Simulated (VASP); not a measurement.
# CdAg2F6 (Fm-3m) in VASP: single point with PBE

Aim: the single point of CdAg2F6 with PBE.

Everything below comes from runs of VASP 6.6.1. Logs are shortened: lines on timing, memory, paths and dates and some standing lists are left out, and cuts for length are marked.

## Step 1: The cell of the first run

It takes space group Fm-3m (No. 225, cubic). Conventional cell: a = 8.096 Å, b = 8.096 Å, c = 8.096 Å, α = 90.00°, β = 90.00°, γ = 90.00°. Cd (site symmetry m-3m) has 6 F at 2.08 Å within 2.8 Å. Within 3.8 Å of Ag (site symmetry -43m) lie 12 F at 2.86 Å and 4 Cd at 3.51 Å. Within 3.0 Å of F (site symmetry 4mm) lie 1 Cd at 2.08 Å and 8 F at 2.78 to 2.94 Å and 4 Ag at 2.86 Å.

## Step 2: Single point, PBE, collinear spin (atoms taken out)

Input file INCAR:

```
SYSTEM = CdAg2F6
  ALGO = Normal
  EDIFF = 1E-6
  ENCUT = 520
  GGA = PE
  ISIF = 2
  ISMEAR = 0
  ISPIN = 2
  LASPH = .True.
  LCHARG = .False.
  LMAXMIX = 4
  LORBIT = 11
  LREAL = .False.
  LWAVE = .False.
  MAGMOM = 0.32 0.15 0.15 0.26 0.26 0.26 0.26 0.26 0.26
  NBANDS = 52
  NELM = 150
  PREC = Accurate
  SIGMA = 0.1
```

Input file KPOINTS:

```
k-points
0
Gamma
  8 8 8
  0 0 0
```

Input file POSCAR:

```
CdAg2F6
1.0
    0.0000000000      4.0482322308      4.0482322308
    4.0482322308      0.0000000000      4.0482322308
    4.0482322308      4.0482322308      0.0000000000
Cd Ag F
1 2 6
Direct
    0.0000000000      0.0000000000      0.0000000000
    0.2500000000      0.2500000000      0.2500000000
    0.7500000000      0.7500000000      0.7500000000
    0.7431946492      0.2568053508      0.2568053508
    0.2568053508      0.7431946492      0.7431946492
    0.2568053508      0.7431946492      0.2568053508
    0.7431946492      0.2568053508      0.7431946492
    0.2568053508      0.2568053508      0.7431946492
    0.7431946492      0.7431946492      0.2568053508
```

Potentials or basis: VASP PAW PBE potentials, release 64 (Cd, Ag, F).

On the command line:

```bash
cat potpaw_PBE.64/Cd/POTCAR potpaw_PBE.64/Ag/POTCAR potpaw_PBE.64/F/POTCAR > POTCAR
mpirun -np 1 vasp_std > vasp.out
```

OUTCAR:

```text
SYSTEM = CdAg2F6
   EDIFF = 1E-6
   ENCUT = 520
   GGA = PE
   ISIF = 2
   ISMEAR = 0
   ISPIN = 2
   LASPH = .True.
   LORBIT = 11
   LREAL = .False.
   NELM = 150
   PREC = Accurate

 ion  position               nearest neighbor table
   1  0.000  0.000  0.000-   4 2.08   5 2.08   6 2.08   7 2.08   8 2.08   9 2.08   3 3.51   3 3.51
                             2 3.51   3 3.51   3 3.51   2 3.51   2 3.51   2 3.51
   2  0.250  0.250  0.250-   1 3.51   1 3.51   1 3.51   1 3.51
   3  0.750  0.750  0.750-   1 3.51   1 3.51   1 3.51   1 3.51
   4  0.743  0.257  0.257-   1 2.08
   5  0.257  0.743  0.743-   1 2.08
   6  0.257  0.743  0.257-   1 2.08
   7  0.743  0.257  0.743-   1 2.08
   8  0.257  0.257  0.743-   1 2.08
   9  0.743  0.743  0.257-   1 2.08

  LATTYP: Found a face centered cubic cell.
 ALAT       =     8.0964644616

  Lattice vectors:

 A1 = (   0.0000000000,   4.0482322308,   4.0482322308)
 A2 = (   4.0482322308,   0.0000000000,   4.0482322308)
 A3 = (   4.0482322308,   4.0482322308,   0.0000000000)

Analysis of symmetry for initial positions (statically):
=====================================================================
 Subroutine PRICEL returns:
 Original cell was already a primitive cell.

 Routine SETGRP: Setting up the symmetry group for a
 face centered cubic supercell.

 Subroutine GETGRP returns: Found 48 space group operations
 (whereof 48 operations were pure point group operations)
 out of a pool of 48 trial point group operations.

The static configuration has the point symmetry O_h .

Analysis of symmetry for dynamics (positions and initial velocities):
=====================================================================
 Subroutine PRICEL returns:
 Original cell was already a primitive cell.

 Routine SETGRP: Setting up the symmetry group for a
 face centered cubic supercell.

 Subroutine GETGRP returns: Found 48 space group operations
 (whereof 48 operations were pure point group operations)
 out of a pool of 48 trial point group operations.

The dynamic configuration has the point symmetry O_h .

Analysis of structural, dynamic, and magnetic symmetry:
=====================================================================
 Subroutine PRICEL returns:
 Original cell was already a primitive cell.

 Routine SETGRP: Setting up the symmetry group for a
 face centered cubic supercell.

 Subroutine GETGRP returns: Found 48 space group operations
 (whereof 48 operations were pure point group operations)
 out of a pool of 48 trial point group operations.

The overall configuration has the point symmetry O_h .

 Subroutine INISYM returns: Found 48 space group operations
 (whereof 48 operations are pure point group operations),
 and found     1 'primitive' translations

----------------------------------------------------------------------------------------

                                     Primitive cell

  volume of cell :     132.6864

  direct lattice vectors                    reciprocal lattice vectors
     0.000000000  4.048232231  4.048232231    -0.123510701  0.123510701  0.123510701
     4.048232231  0.000000000  4.048232231     0.123510701 -0.123510701  0.123510701
     4.048232231  4.048232231  0.000000000     0.123510701  0.123510701 -0.123510701

  length of vectors
     5.725064924  5.725064924  5.725064924     0.213926809  0.213926809  0.213926809

  position of ions in fractional coordinates (direct lattice)
     0.000000000  0.000000000  0.000000000
     0.250000000  0.250000000  0.250000000
     0.750000000  0.750000000  0.750000000
     0.743194649  0.256805351  0.256805351
     0.256805351  0.743194649  0.743194649
     0.256805351  0.743194649  0.256805351
     0.743194649  0.256805351  0.743194649
     0.256805351  0.256805351  0.743194649
     0.743194649  0.743194649  0.256805351

  ion indices of the primitive-cell ions
   primitive index   ion index
                 1           1
                 2           2
                 3           3
                 4           4
                 5           5
                 6           6
                 7           7
                 8           8
                 9           9
[... 61 lines left out ...]
   NGXF,Y,Z  is equivalent  to a cutoff of  27.88, 27.88, 27.88 a.u.
 SYSTEM =  CdAg2F6
   PREC   = accura    normal or accurate (medium, high low for compatibility)
   ISTART =      0    job   : 0-new  1-cont  2-samecut
   ICHARG =      2    charge: 1-file 2-atom 10-const
   ISPIN  =      2    spin polarized calculation?
   LNONCOLLINEAR =      F non collinear calculations
   LSORBIT =      F    spin-orbit coupling
   LASPH  =      T    aspherical Exc in radial PAW
   ENCUT  =  520.0 eV  38.22 Ry    6.18 a.u.  10.64 10.64 10.64*2*pi/ulx,y,z
   NELM   =    150;   NELMIN=  2; NELMDL= -5     # of ELM steps
   EDIFF  = 0.1E-05   stopping-criterion for ELM
   LREAL  =      F    real-space projection
   EDIFFG = 0.1E-04   stopping-criterion for IOM
   NSW    =      0    number of steps for IOM
   IBRION =     -1    ionic relax: 0-MD 1-quasi-New 2-CG
   NFREE  =      0    steps in history (QN), initial steepest desc. (CG)
   ISIF   =      2    stress and relaxation
   ISYM   =      2    0-nonsym 1-usesym 2-fastsym
   POTIM  = 0.5000    time-step for ionic-motion
   TEBEG  =    0.0;   TEEND  =   0.0 temperature during run
   PSTRESS=    0.0 pullay stress
   NELECT =      76.0000    total number of electrons
   NUPDOWN=      -1.0000    fix difference up-down
   EMIN   =  10.00;   EMAX   =-10.00  energy-range for DOS
   EFERMI =   0.00;   METHOD = LEGACY
   ISMEAR =     0;   SIGMA  =   0.10  broadening in eV -4-tet -1-fermi 0-gaus
   EFERMI_NEDOS =   21; number of points for ismear=-14 and -15
   IALGO  =     38    algorithm
   IMIX   =      4    mixing-type and parameters
     AMIX     =   0.40;   BMIX     =  1.00
     AMIX_MAG =   1.60;   BMIX_MAG =  1.00
  volume/ion in A,a.u.               =      14.74        99.49
  Fermi-wavevector in a.u.,A,eV,Ry     =   1.359577  2.569229 25.149700  1.848451
  Thomas-Fermi vector in A             =   2.486313
   LORBIT       =     11    0 simple, 1 ext, 2 COOP (PROOUT), +10 PAW based schemes
   GGA     = PE    functional components
   LHFCALC =     F    Hartree Fock is set to
   AEXX    =    0.0000 exact exchange contribution
   IVDW    =     0    specifies the selected vdW correction
   LEPSILON=     F    determine dielectric tensor
   LRPA    =     F    only Hartree local field effects (RPA)
 spin polarized calculation
 Gauss-broadening in eV      SIGMA  =   0.10
  energy-cutoff  :      520.00
  volume of cell :      132.69
 maximum number of plane-waves:      3599
 NGX is ok and might be reduce to    48
   NGX = 21   NGY = 21   NGZ = 21

 number of electron      76.0000022 magnetization       0.3420171

 number of electron      76.0000022 magnetization      -1.9880788

 Free energy of the ion-electron system (eV)
  ---------------------------------------------------
  ext. energy  EPLUGINS =         0.00000000
  ---------------------------------------------------
  free energy    TOTEN  =       -25.87821452 eV

  energy without entropy =      -25.83294164  energy(sigma->0) =      -25.85557808

 E-fermi :  -0.6750     XC(G=0):  -9.8883

 val. band max:       -0.6789591289   @ k =  -0.2500   0.5000   0.2500
 cond. band min:      -0.6667347494   @ k =  -0.3750   0.5000   0.1250
 fundamental gap:      0.0122243795
 Fermi energy:        -0.6749610291

 spin component 1

 k-point     1 :       0.0000    0.0000    0.0000
  band No.  band energies     occupation
      1     -21.3599      1.00000
      2     -20.8776      1.00000
      3     -20.8776      1.00000
      4     -20.8776      1.00000
      5     -20.8164      1.00000
      6     -20.8164      1.00000
[... 1261 lines left out ...]
     49      13.6153      0.00000
     50      13.8862      0.00000

 [... further k-points ...]

 spin component 2

 k-point     1 :       0.0000    0.0000    0.0000
  band No.  band energies     occupation
      1     -21.7894      1.00000
      2     -21.3254      1.00000
      3     -21.3254      1.00000
      4     -21.3254      1.00000
      5     -21.2675      1.00000
      6     -21.2675      1.00000
[... 1261 lines left out ...]
     49      13.5266      0.00000
     50      13.8085      0.00000

 [... further k-points ...]

 [bands above 50 left out]

------------------------ aborting loop because EDIFF is reached ----------------------------------------

  FORCE on cell =-STRESS in cart. coord.  units (eV):
  Direction    XX          YY          ZZ          XY          YZ          ZX
  --------------------------------------------------------------------------------------
  -------------------------------------------------------------------------------------
  Total        0.5321484      0.5321484      0.5321484     -0.0000000     -0.0000000      0.0000000
  in kB        6.4256500      6.4256500      6.4256500     -0.0000000     -0.0000000      0.0000000
  external PRESSURE =       6.4256500 kB  Pullay stress =       0.0000000 kB

 VOLUME and BASIS-vectors are now :
 -----------------------------------------------------------------------------
  energy-cutoff  :      520.00
  volume of cell :      132.69
      direct lattice vectors                 reciprocal lattice vectors
     0.000000000  4.048232231  4.048232231    -0.123510701  0.123510701  0.123510701
     4.048232231  0.000000000  4.048232231     0.123510701 -0.123510701  0.123510701
     4.048232231  4.048232231  0.000000000     0.123510701  0.123510701 -0.123510701

 POSITION                                       TOTAL-FORCE (eV/Angst)
 -----------------------------------------------------------------------------------
      0.00000      0.00000      0.00000         0.000000      0.000000     -0.000000
      2.02412      2.02412      2.02412         0.000000     -0.000000     -0.000000
      6.07235      6.07235      6.07235        -0.000000      0.000000     -0.000000
      2.07922      4.04823      4.04823         0.193410      0.000000     -0.000000
      6.01725      4.04823      4.04823        -0.193410      0.000000     -0.000000
      4.04823      2.07922      4.04823         0.000000      0.193410     -0.000000
      4.04823      6.01725      4.04823         0.000000     -0.193410     -0.000000
      4.04823      4.04823      2.07922         0.000000      0.000000      0.193410
      4.04823      4.04823      6.01725         0.000000      0.000000     -0.193410
 -----------------------------------------------------------------------------------
    total drift:                                0.000000      0.000000      0.000000

  FREE ENERGIE OF THE ION-ELECTRON SYSTEM (eV)
  ---------------------------------------------------
  free  energy   TOTEN  =       -25.8782145210 eV

  energy  without entropy=      -25.8329416444  energy(sigma->0) =      -25.85557808

 total charge

# of ion       s       p       d       tot
------------------------------------------
    1        0.353   0.383   9.514  10.250
    2        0.087   0.054   9.332   9.473
    3        0.087   0.054   9.332   9.473
    4        1.749   4.243   0.000   5.992
    5        1.749   4.243   0.000   5.992
    6        1.749   4.243   0.000   5.992
    7        1.749   4.243   0.000   5.992
    8        1.749   4.243   0.000   5.992
    9        1.749   4.243   0.000   5.992
--------------------------------------------------
tot         11.019  25.951  28.177  65.147

 magnetization (x)

# of ion       s       p       d       tot
------------------------------------------
    1        0.018   0.015  -0.300  -0.267
    2        0.003   0.001  -0.130  -0.125
    3        0.003   0.001  -0.130  -0.125
    4       -0.001  -0.229   0.000  -0.230
    5       -0.001  -0.229   0.000  -0.230
    6       -0.001  -0.229   0.000  -0.230
    7       -0.001  -0.229   0.000  -0.230
    8       -0.001  -0.229   0.000  -0.230
    9       -0.001  -0.229   0.000  -0.230
--------------------------------------------------
tot          0.018  -1.358  -0.560  -1.900
```

Wall time 7.7 min (1 thread of AMD EPYC 9R45 (Zen 5), shared host); peak memory 0.55 GiB.

What came out:

```
Free energy                                           : -25.8782 eV
Pressure                                              : 0.6 GPa
Largest force                                         : 0.193 eV/Å
Band gap on the k mesh                                : zero (filled and empty bands overlap)
Net moment                                            : -1.99 μB per cell
Site moments                                          : Cd -0.27; Ag -0.12; F -0.23 μB
Valence electrons inside the program's atomic spheres : Cd 10.25; Ag 9.47; F 5.99
```

Forces on the atoms (eV/Å):
```
Cd   0.000  0.000  0.000
Ag   0.000  0.000  0.000
Ag   0.000  0.000  0.000
F    0.193  0.000  0.000
F   -0.193  0.000  0.000
F    0.000  0.193  0.000
F    0.000 -0.193  0.000
F    0.000  0.000  0.193
F    0.000  0.000 -0.193
```

Caveat: the cell differs from its parent crystal (atoms taken out).
